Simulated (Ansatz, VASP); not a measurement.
**One calculation of BeTe6, two programs**

```
Be Te
1.0
    10.28144    0.00000    0.00000
    -5.14072    8.90399    0.00000
     0.00000    0.00000    3.29391
Be Te
1 6
Direct
  0.00000 0.00000 0.00000
  0.66321 0.00000 0.00000
  0.00000 0.66321 0.00000
  0.33679 0.33679 0.00000
  0.22627 0.00000 0.00000
  0.00000 0.22627 0.00000
  0.77373 0.77373 0.00000
```

Alike in both runs: functional PBE; k mesh 6 × 6 × 10; occupations gaussian, width 0.1 eV; no spin polarisation.

Ansatz relaxed the structure, and its values are those at the end. VASP's run is a single point on that final structure, the one shown.

|  | VASP | Ansatz |
| --- | --- | --- |
| version | VASP 6.6.1 | Ansatz 0.2.0 |
| potentials or method | VASP PAW PBE potentials, release 64 (Be, Te), cutoff 520 eV | scalar-relativistic, plane waves, PAW |
| valence electrons in the cell | 38 | 98 |

Ansatz gave:

| Property | Result |
| --- | --- |
| gap on the k mesh at the Fermi level (eV) | none |
| pressure (GPa) | 0.0 |
| rms of the force components (eV/Å) | 0.001 |

Q: What did VASP give for the same quantities?

A: gap on the k mesh at the Fermi level (eV): none; pressure (GPa): 0.0; rms of the force components (eV/Å): 0.009.

A gap of «none» marks a metal or a gap that the smearing closes. The functional is the same, so the differences come from potentials, cutoffs and numerics. VASP's potentials hold 38 valence electrons a cell and Ansatz's 98, so a difference there can come from the potentials and not from the codes.

Spin-orbit coupling is off throughout.
